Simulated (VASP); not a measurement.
A run of VASP 6.6.1 is set up as follows.

Contents of INCAR:

```
SYSTEM = CsH
ALGO = Normal
EDIFF = 1E-6
ENCUT = 500
GGA = CA
GGA_COMPAT = .False.
ISIF = 2
ISMEAR = 0
LASPH = .True.
LCHARG = .False.
LREAL = .False.
LWAVE = .False.
NBANDS = 12
NELM = 120
PREC = Accurate
SIGMA = 0.01
```

Contents of KPOINTS:

```
k-points
0
Gamma
  4 4 4
  0 0 0
```

POSCAR

```
CsH
1.0
    0.0000000000      3.1880000000      3.1880000000
    3.1880000000      0.0000000000      3.1880000000
    3.1880000000      3.1880000000      0.0000000000
Cs H
1 1
Direct
    0.0000000000      0.0200000000      0.0000000000
    0.5000000000      0.5000000000      0.5000000000
```

Potentials or basis: VASP PAW LDA potentials, release 64 (Cs_sv, H).

The run is started by

```bash
$ cat potpaw_LDA.64/Cs_sv/POTCAR potpaw_LDA.64/H/POTCAR > POTCAR
$ mpirun -np 1 vasp_std > vasp.out
```

Problem. Predict the pressure.

Solution. -1.2 GPa.

Problem. Estimate the band gap on the k mesh.

Solution. 1.93 eV.

Problem. What does it give for the largest force?

Solution. 0.040 eV/Å.

Forces in eV/Å, atoms in the order of the input:
```
Cs  -0.028  0.000 -0.028
H    0.028  0.000  0.028
```

Caveat: the k points lie up to 0.43 Å⁻¹ apart; spin-orbit coupling is left out, which moves the levels of the heavy elements. A k mesh can miss the band edges.
